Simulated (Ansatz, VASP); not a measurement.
# One calculation of InSb, two programs

```
In Sb
1.0
     0.00000    3.33627    3.33627
     3.33627    0.00000    3.33627
     3.33627    3.33627    0.00000
In Sb
1 1
Direct
  0.00000 0.00000 0.00000
  0.75000 0.75000 0.75000
```

Change from the starting cell: strain +0.030 along x and y, +0.030 along z, atoms carried along.

Alike in both runs: task single point; functional PBE; k mesh 12 × 12 × 12; occupations gaussian, width 0.15 eV; no spin polarisation.

```csv
,VASP,Ansatz
version,VASP 6.6.1,Ansatz 0.2.0
potentials or method,"VASP PAW PBE potentials, release 64 (In_d, Sb), cutoff 520 eV","scalar-relativistic, plane waves, PAW"
valence electrons in the cell,18,28
```

|  | VASP | Ansatz | Ansatz less VASP |
| --- | --- | --- | --- |
| gap on the k mesh at the Fermi level (eV) | none | none | - |
| pressure (GPa) | -0.6 | -0.6 | +0.03 |

A gap of «none» marks a metal or a gap that the smearing closes. VASP's potentials hold 18 valence electrons a cell and Ansatz's 28, so a difference there can come from the potentials and not from the codes.

Spin-orbit coupling is off throughout.
